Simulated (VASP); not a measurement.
A run of VASP 6.6.1 is set up as follows.

Contents of INCAR:

```
SYSTEM = Ti3Si
ALGO = Normal ; EDIFF = 1E-7
ENCUT = 520 ; GGA = PS
ISIF = 2 ; ISMEAR = 0
ISPIN = 2 ; LASPH = .True.
LCHARG = .False. ; LMAXMIX = 4
LORBIT = 11 ; LREAL = .False.
LWAVE = .False. ; MAGMOM = 0.19 0.19 0.88 0
NBANDS = 32 ; NELM = 150
PREC = Accurate ; SIGMA = 0.1
```

The input KPOINTS:

```
k-points
0
Gamma
  12 12 12
  0 0 0
```

Contents of POSCAR:

```
Ti3Si
1.0
    0.0000000000      3.1079738408      3.1079738408
    3.1079738408      0.0000000000      3.1079738408
    3.1079738408      3.1079738408      0.0000000000
Ti Si
3 1
Direct
    0.7500000000      0.7500000000      0.7500000000
    0.2500000000      0.2500000000      0.2500000000
    0.0000000000      0.0000000000      0.0000000000
    0.5000000000      0.5000000000      0.5000000000
```

Potentials or basis: VASP PAW PBE potentials, release 64 (Ti_sv, Si).

Command:

```console
$ cat potpaw_PBE.64/Ti_sv/POTCAR potpaw_PBE.64/Si/POTCAR > POTCAR
$ mpirun -np 1 vasp_std > vasp.out
```

What does it give for the pressure?

-0.1 GPa.

Predict the site moments.

Ti +0.18, +0.75 (each value once); Si -0.02 μB.

Caveat: the PAW data sets were made with another functional, which shifts forces and pressure a little.
